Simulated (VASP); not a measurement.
Set up this calculation in VASP 6.6.1, as the native input.

| Quantity | Value |
| --- | --- |
| Task | single point |
| Functional | LDA |
| Potentials or basis | VASP PAW LDA potentials, release 64 (C) |
| Cutoff | 520 eV |
| k mesh | 11 × 11 × 16 |
| Occupations | fermi-dirac, width 0.1 eV |
| Spin | no spin polarisation |
| Dipole correction | no |
| Further INCAR settings | ALGO = Normal; EDIFF = 1e-07; NBANDS = 13 |

The structure of C lies in POSCAR:

```
C
1.0
    4.8345863754      0.0000000000      0.0000000000
   -2.4172931876      4.1868746179      0.0000000000
    0.0000000000      0.0000000000      1.2589994580
C
3
Direct
    0.0000000000      0.0000000000      0.0000000000
    0.3333333333      0.6666666667      0.5000000000
    0.6666666667      0.3333333333      0.5000000000
```

One way to write it, as run:

INCAR

```
SYSTEM = C
PREC = Accurate
ENCUT = 520
EDIFF = 1E-7
ISMEAR = -1
SIGMA = 0.1
LREAL = .False.
LASPH = .True.
NELM = 60
ALGO = Normal
ISIF = 2
LWAVE = .False.
LCHARG = .False.
NBANDS = 13
```

KPOINTS

```
regular mesh
0
Gamma
  11 11 16
  0 0 0
```

Potentials or basis: VASP PAW LDA potentials, release 64 (C).

Launch:

```bash
$ cat potpaw_LDA.64/C/POTCAR > POTCAR
$ mpirun -np 1 vasp_std > vasp.out
```

It gave:

```json
{
 "Pressure": "23.9 GPa",
 "Band gap on the k mesh": "zero (band 6 reaches 15.03 eV, above the bottom of band 7 at -2.70 eV)"
}
```

Wall time 11 s on 1 thread of Intel(R) Xeon(R) 6975P-C (Granite Rapids) (shared host), peak memory 0.14 GiB.
